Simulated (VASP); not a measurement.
A run of VASP 6.6.1 is set up as follows.

File INCAR:

```
SYSTEM = WS2
PREC = Accurate ; ENCUT = 520
EDIFF = 1E-6 ; ISMEAR = 0
SIGMA = 0.02 ; LREAL = .FALSE.
LASPH = .TRUE. ; NELM = 100
ALGO = Normal ; ISIF = 2
LWAVE = .FALSE. ; LCHARG = .FALSE.
GGA = PS ; NBANDS = 49
```

KPOINTS

```
regular mesh
0
G
  12 12 1
  0 0 0
```

POSCAR

```
WS2
1.0
    3.1459399604      0.0000000000      0.0000000000
   -1.5729699802      2.7244639245      0.0000000000
    0.0000000000      0.0000000000     27.9255476461
W S
3 6
Direct
    0.6666666667      0.3333333333      0.6597122416
    0.3333333333      0.6666666667      0.8869390182
    0.3333333333      0.6666666667      0.4325267438
    0.6666666667      0.3333333333      0.9430380553
    0.6666666667      0.3333333333      0.4886685598
    0.3333333333      0.6666666667      0.7158489013
    0.6666666667      0.3333333333      0.8307972829
    0.6666666667      0.3333333333      0.3764275559
    0.3333333333      0.6666666667      0.6035756314
```

Potentials or basis: VASP PAW PBE potentials, release 64 (W_sv, S).

Command:

```sh
$ cat potpaw_PBE.64/W_sv/POTCAR potpaw_PBE.64/S/POTCAR > POTCAR
$ mpirun -np 1 vasp_std > vasp.out
```

What does it give for the band gap on the k mesh?

1.34 eV (least direct gap 1.89 eV).

Predict the largest force.

0.022 eV/Å.

Forces in eV/Å, atoms in the order of the input:
```
W    0.000  0.000  0.000
W    0.000  0.000  0.001
W    0.000  0.000 -0.001
S    0.000  0.000  0.022
S    0.000  0.000  0.021
S    0.000  0.000  0.021
S    0.000  0.000 -0.021
S    0.000  0.000 -0.022
S    0.000  0.000 -0.021
```

Caveat: the cell differs from its parent crystal (strain along c alone, the other axes held: -1.5 %, then relaxed in part); there is no dipole correction, which matters where the two faces differ; the PAW data sets were made with another functional, which shifts forces and pressure a little; spin-orbit coupling is left out, which moves the levels of the heavy elements.
